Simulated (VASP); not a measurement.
# C (C2/m) in VASP: a series of runs

Runs on C. Level: LDA. Tasks: single point.

All numbers are computed with VASP 6.6.1; they aren't measurements. Logs are shortened: lines on timing, memory, paths and dates and some standing lists are left out, and cuts for length are marked.

**1. The cell of the first run**

The typed cell holds 2 atoms: a = 2.581 Å, b = 2.581 Å, c = 3.336 Å, α = 112.65°, β = 112.65°, γ = 60.00°.

**2. Single point, LDA**

INCAR reads:

```
PREC = Accurate
ENCUT = 520
EDIFF = 1E-6
ISMEAR = 0
SIGMA = 0.05
LREAL = False
LASPH = True
NELM = 100
ALGO = Normal
ISIF = 2
LWAVE = False
LCHARG = False
NBANDS = 11
```

KPOINTS reads:

```
Automatic mesh
0
Gamma
  14 14 10
```

POSCAR reads:

```
C
1.0
    2.2351623345     -1.2904835177     -0.0104066574
    2.2351623345      1.2904835177     -0.0104066574
   -1.4691394034      0.0000000000      2.9946181249
C
2
Direct
    0.8333830096      0.8333830096      0.0001497828
    0.1666169904      0.1666169904      0.9998502172
```

Potentials or basis: VASP PAW LDA potentials, release 64 (C).

On the command line:

```
$ cat potpaw_LDA.64/C/POTCAR > POTCAR
$ mpirun -np 1 vasp_std > vasp.out
```

OUTCAR:

```text
PREC = Accurate
   ENCUT = 520
   EDIFF = 1E-6
   ISMEAR = 0
   LREAL = False
   LASPH = True
   NELM = 100
   ISIF = 2

 ion  position               nearest neighbor table
   1  0.833  0.833  0.000-   2 1.49   2 1.49   2 1.49
   2  0.167  0.167  1.000-   1 1.49   1 1.49   1 1.49

  LATTYP: Found a base centered monoclinic cell.
 ALAT       =     4.4703731209
 B/A-ratio  =     0.5773493544
 C/A-ratio  =     0.7461529637
 COS(beta)  =    -0.4446198165

  Lattice vectors:

 A1 = (   2.2351623345,  -1.2904835177,  -0.0104066574)
 A2 = (   2.2351623345,   1.2904835177,  -0.0104066574)
 A3 = (  -1.4691394034,   0.0000000000,   2.9946181249)

Analysis of symmetry for initial positions (statically):
=====================================================================
 Subroutine PRICEL returns:
 Original cell was already a primitive cell.

 Routine SETGRP: Setting up the symmetry group for a
 base centered monoclinic supercell.

 Subroutine GETGRP returns: Found  4 space group operations
 (whereof  4 operations were pure point group operations)
 out of a pool of  4 trial point group operations.

The static configuration has the point symmetry C_2h.

Analysis of symmetry for dynamics (positions and initial velocities):
=====================================================================
 Subroutine PRICEL returns:
 Original cell was already a primitive cell.

 Routine SETGRP: Setting up the symmetry group for a
 base centered monoclinic supercell.

 Subroutine GETGRP returns: Found  4 space group operations
 (whereof  4 operations were pure point group operations)
 out of a pool of  4 trial point group operations.

The dynamic configuration has the point symmetry C_2h.

 Subroutine INISYM returns: Found  4 space group operations
 (whereof  4 operations are pure point group operations),
 and found     1 'primitive' translations

----------------------------------------------------------------------------------------

                                     Primitive cell

  volume of cell :      17.2361

  direct lattice vectors                    reciprocal lattice vectors
     2.235162335 -1.290483518 -0.010406657     0.224209526 -0.387451675  0.109995677
     2.235162335  1.290483518 -0.010406657     0.224209526  0.387451675  0.109995677
    -1.469139403  0.000000000  2.994618125     0.001558310  0.000000000  0.334696891

  length of vectors
     2.580970102  2.580970102  3.335582153     0.460963947  0.460963947  0.334700518

  position of ions in fractional coordinates (direct lattice)
     0.833383010  0.833383010  0.000149783
     0.166616990  0.166616990  0.999850217

  ion indices of the primitive-cell ions
   primitive index   ion index
                 1           1
                 2           2

----------------------------------------------------------------------------------------

 KPOINTS: Automatic mesh

Automatic generation of k-mesh.
 Grid dimensions read from file:
 generate k-points for:   14   14   10

 Generating k-lattice:

  Cartesian coordinates                     Fractional coordinates (reciprocal lattice)
     0.016014966 -0.027675120  0.007856834     0.071428571  0.000000000  0.000000000
     0.016014966  0.027675120  0.007856834     0.000000000  0.071428571  0.000000000
     0.000155831  0.000000000  0.033469689     0.000000000  0.000000000  0.100000000

  Length of vectors
     0.032925996  0.032925996  0.033470052

  Shift w.r.t. Gamma in fractional coordinates (k-lattice)
     0.000000000  0.000000000  0.000000000

 Subroutine IBZKPT returns following result:
 ===========================================

 Found    534 irreducible k-points:

 Following reciprocal coordinates:
            Coordinates               Weight
  0.000000  0.000000  0.000000      1.000000
  0.071429  0.000000 -0.000000      4.000000
  0.142857  0.000000 -0.000000      4.000000
  0.214286  0.000000 -0.000000      4.000000
  0.285714  0.000000 -0.000000      4.000000
  0.357143  0.000000 -0.000000      4.000000
[... 16 lines left out ...]
  0.214286  0.142857  0.000000      4.000000
  0.285714  0.142857 -0.000000      4.000000
 [... further k-points ...]
   k-points           NKPTS =    534   k-points in BZ     NKDIM =    534   number of bands    NBANDS=     11
   number of dos      NEDOS =    301   number of ions     NIONS =      2
   total plane-waves  NPLWV =  11200
   dimension x,y,z NGX =    20 NGY =   20 NGZ =   28
   dimension x,y,z NGXF=    40 NGYF=   40 NGZF=   56
   ions per type =               2
   NGX,Y,Z   is equivalent  to a cutoff of  12.88, 12.88, 13.96 a.u.
   NGXF,Y,Z  is equivalent  to a cutoff of  25.76, 25.76, 27.91 a.u.
 SYSTEM =  unknown system
   PREC   = accura    normal or accurate (medium, high low for compatibility)
   ISTART =      0    job   : 0-new  1-cont  2-samecut
   ICHARG =      2    charge: 1-file 2-atom 10-const
   ISPIN  =      1    spin polarized calculation?
   LNONCOLLINEAR =      F non collinear calculations
   LSORBIT =      F    spin-orbit coupling
   LASPH  =      T    aspherical Exc in radial PAW
   ENCUT  =  520.0 eV  38.22 Ry    6.18 a.u.   4.80  4.80  6.20*2*pi/ulx,y,z
   NELM   =    100;   NELMIN=  2; NELMDL= -5     # of ELM steps
   EDIFF  = 0.1E-05   stopping-criterion for ELM
   LREAL  =      F    real-space projection
   EDIFFG = 0.1E-04   stopping-criterion for IOM
   NSW    =      0    number of steps for IOM
   IBRION =     -1    ionic relax: 0-MD 1-quasi-New 2-CG
   NFREE  =      0    steps in history (QN), initial steepest desc. (CG)
   ISIF   =      2    stress and relaxation
   ISYM   =      2    0-nonsym 1-usesym 2-fastsym
   POTIM  = 0.5000    time-step for ionic-motion
   TEBEG  =    0.0;   TEEND  =   0.0 temperature during run
   PSTRESS=    0.0 pullay stress
   NELECT =       8.0000    total number of electrons
   NUPDOWN=      -1.0000    fix difference up-down
   EMIN   =  10.00;   EMAX   =-10.00  energy-range for DOS
   EFERMI =   0.00;   METHOD = LEGACY
   ISMEAR =     0;   SIGMA  =   0.05  broadening in eV -4-tet -1-fermi 0-gaus
   EFERMI_NEDOS =   21; number of points for ismear=-14 and -15
   IALGO  =     38    algorithm
   IMIX   =      4    mixing-type and parameters
     AMIX     =   0.40;   BMIX     =  1.00
     AMIX_MAG =   1.60;   BMIX_MAG =  1.00
  volume/ion in A,a.u.               =       8.62        58.16
  Fermi-wavevector in a.u.,A,eV,Ry     =   1.267530  2.395284 21.859556  1.606632
  Thomas-Fermi vector in A             =   2.400673
   LORBIT       =      0    0 simple, 1 ext, 2 COOP (PROOUT), +10 PAW based schemes
   GGA     = CA    functional components
   LHFCALC =     F    Hartree Fock is set to
   AEXX    =    0.0000 exact exchange contribution
   IVDW    =     0    specifies the selected vdW correction
   LEPSILON=     F    determine dielectric tensor
   LRPA    =     F    only Hartree local field effects (RPA)
 non-spin polarized calculation
 Gauss-broadening in eV      SIGMA  =   0.05
  energy-cutoff  :      520.00
  volume of cell :       17.24
 maximum number of plane-waves:       474
   NGX =  9   NGY =  9   NGZ = 13

 number of electron       8.0000000 magnetization

 Free energy of the ion-electron system (eV)
  ---------------------------------------------------
  ext. energy  EPLUGINS =         0.00000000
  ---------------------------------------------------
  free energy    TOTEN  =       -19.82874798 eV

  energy without entropy =      -19.82872467  energy(sigma->0) =      -19.82873632

 E-fermi :   4.8887     XC(G=0): -11.1828

 val. band max:        4.8411814145   @ k =  -0.3571   0.3571   0.5000
 cond. band min:       4.9362686645   @ k =  -0.3571   0.3571   0.5000
 fundamental gap:      0.0950872500
 Fermi energy:         4.8887250629

 k-point     1 :       0.0000    0.0000    0.0000
  band No.  band energies     occupation
      1     -13.7775      2.00000
      2       0.0772      2.00000
      3       1.8401      2.00000
      4       1.8416      2.00000
      5      10.6253      0.00000
      6      12.3237      0.00000
      7      12.3263      0.00000
      8      14.3170      0.00000
      9      14.9170      0.00000
     10      25.7619      0.00000
     11      29.8890      0.00000

 k-point     2 :       0.0714    0.0000   -0.0000
  band No.  band energies     occupation
      1     -13.6610      2.00000
      2       0.1675      2.00000
      3       1.3890      2.00000
      4       1.6278      2.00000
      5      10.7909      0.00000
      6      12.3648      0.00000
      7      12.7666      0.00000
      8      13.9763      0.00000
      9      15.1531      0.00000
     10      26.0918      0.00000
     11      28.5726      0.00000

 k-point     3 :       0.1429    0.0000   -0.0000
  band No.  band energies     occupation
      1     -13.3129      2.00000
      2       0.2023      2.00000
      3       0.4448      2.00000
      4       1.0942      2.00000
      5      11.2769      0.00000
      6      12.2908      0.00000
      7      13.0792      0.00000
      8      13.9716      0.00000
      9      15.9159      0.00000
     10      25.9809      0.00000
     11      27.0048      0.00000
[... 267 lines left out ...]
 k-point    23 :       0.2143    0.1429    0.0000
  band No.  band energies     occupation
      1     -12.9055      2.00000
      2      -0.5970      2.00000
      3       0.3004      2.00000
      4       0.4442      2.00000
      5      11.9428      0.00000
      6      12.3069      0.00000
      7      12.7728      0.00000
      8      14.3870      0.00000
      9      17.0422      0.00000
     10      23.9210      0.00000
     11      27.4075      0.00000

 k-point    24 :       0.2857    0.1429   -0.0000
  band No.  band energies     occupation
      1     -12.3168      2.00000
      2      -1.7492      2.00000
      3      -0.4641      2.00000
      4       0.6651      2.00000
      5      10.9281      0.00000
      6      13.1166      0.00000
      7      13.6290      0.00000
      8      14.3942      0.00000
      9      18.6928      0.00000
     10      22.1775      0.00000
     11      27.1946      0.00000

 [... further k-points ...]

------------------------ aborting loop because EDIFF is reached ----------------------------------------

  FORCE on cell =-STRESS in cart. coord.  units (eV):
  Direction    XX          YY          ZZ          XY          YZ          ZX
  --------------------------------------------------------------------------------------
  -------------------------------------------------------------------------------------
  Total       -6.5974763     -6.5887785      0.6702427      0.0000000      0.0000000      0.0270295
  in kB     -613.2655490   -612.4570483     62.3021157      0.0000000      0.0000000      2.5125122
  external PRESSURE =    -387.8068272 kB  Pullay stress =       0.0000000 kB

 VOLUME and BASIS-vectors are now :
 -----------------------------------------------------------------------------
  energy-cutoff  :      520.00
  volume of cell :       17.24
      direct lattice vectors                 reciprocal lattice vectors
     2.235162335 -1.290483518 -0.010406657     0.224209526 -0.387451675  0.109995677
     2.235162335  1.290483518 -0.010406657     0.224209526  0.387451675  0.109995677
    -1.469139403  0.000000000  2.994618125     0.001558310  0.000000000  0.334696891

 POSITION                                       TOTAL-FORCE (eV/Angst)
 -----------------------------------------------------------------------------------
      3.72527      0.00000     -0.01690         0.004397      0.000000      0.092562
     -0.72409      0.00000      2.99070        -0.004397      0.000000     -0.092562
 -----------------------------------------------------------------------------------
    total drift:                                0.000000     -0.000000     -0.000000

  FREE ENERGIE OF THE ION-ELECTRON SYSTEM (eV)
  ---------------------------------------------------
  free  energy   TOTEN  =       -19.8287479793 eV

  energy  without entropy=      -19.8287246700  energy(sigma->0) =      -19.82873632
```

It took 42 s on 1 thread of AMD EPYC 9R45 (Zen 5), shared host; peak memory 0.15 GiB.

What came out:

```yaml
Free_energy: -19.8287 eV
Pressure: -38.8 GPa
Largest_force: 0.093 eV/Å
Band_gap_on_the_k_mesh: 0.10 eV, direct
```

Forces in eV/Å, atoms in the order of the input:
```
C    0.004  0.000  0.093
C   -0.004  0.000 -0.093
```

Levels at points of the mesh, in eV from the valence-band top:
```csv
k point,band 1,band 2,band 3,band 4,band 5,band 6,band 7,band 8,band 9
"(0.00, 0.00, 0.00)",-18.62,-4.76,-3.00,-3.00,5.78,7.48,7.49,9.48,10.08
"(0.50, 0.00, 0.00)",-13.72,-12.43,-5.91,-1.39,1.98,6.59,11.86,13.09,17.20
"(0.50, 0.50, 0.00)",-13.41,-12.20,-6.10,-2.81,0.99,5.69,13.31,16.54,17.24
"(0.00, 0.00, 0.50)",-17.85,-8.37,-3.07,-3.07,7.33,7.33,9.60,10.03,13.74
"(0.50, 0.00, 0.50)",-13.40,-12.20,-6.10,-2.83,0.97,5.69,13.32,16.60,17.24
"(0.50, 0.50, 0.50)",-13.71,-12.43,-5.91,-1.41,1.96,6.59,11.87,13.13,17.20
```

**3. Single point, LDA**

This run uses another cell than the first one, of the same volume but with other edges.

INCAR reads:

```
SYSTEM = C
PREC = Accurate
ENCUT = 520
EDIFF = 1E-7
ISMEAR = 0
SIGMA = 0.05
LREAL = .FALSE.
LASPH = .TRUE.
NELM = 80
ALGO = Normal
ISIF = 2
LWAVE = .FALSE.
LCHARG = .FALSE.
NBANDS = 11
```

KPOINTS reads:

```
Automatic mesh
0
G
  14 14 10
  0 0 0
```

POSCAR reads:

```
C
1.0
    1.9924539695     -1.1503544811     -0.0130964263
    1.9924539695      1.1503544811     -0.0130964263
   -1.3096107566      0.0000000000      3.7686256155
C
2
Direct
    0.8333830096      0.8333830096      0.0001497828
    0.1666169904      0.1666169904      0.9998502172
```

Potentials or basis: VASP PAW LDA potentials, release 64 (C).

On the command line:

```
$ cat potpaw_LDA.64/C/POTCAR > POTCAR
$ mpirun -np 1 vasp_std > vasp.out
```

It took 44 s on 1 thread of AMD EPYC 9R45 (Zen 5), shared host; peak memory 0.15 GiB.

Results (log left out):

```
Free energy            : -19.6210 eV
Pressure               : 60.9 GPa
Largest force          : 0.016 eV/Å
Band gap on the k mesh : 1.20 eV, direct
```

Forces in eV/Å, atoms in the order of the input:
```
C    0.000  0.000 -0.016
C    0.000  0.000  0.016
```

Stress tensor (GPa, compression positive):
```
92.19  0.00 -0.62
 0.00 92.21  0.00
-0.62  0.00 -1.74
```

Levels at points of the mesh, in eV from the valence-band top:
```tsv
k point	band 2	band 3	band 4	band 5	band 6	band 7
(0.00, 0.00, 0.00)	-8.05	-2.31	-2.31	2.87	10.32	10.32
(0.50, 0.00, 0.00)	-14.00	-6.39	-2.05	2.47	10.30	12.08
(0.50, 0.50, 0.00)	-13.97	-6.40	-2.38	2.00	10.15	13.49
(0.00, 0.00, 0.50)	-9.06	-2.32	-2.32	7.49	10.31	10.31
(0.50, 0.00, 0.50)	-13.97	-6.40	-2.38	2.01	10.15	13.47
(0.50, 0.50, 0.50)	-14.00	-6.39	-2.05	2.48	10.31	12.07
```

 A k mesh can miss the band edges.

(Continued in part 2 of 2.)
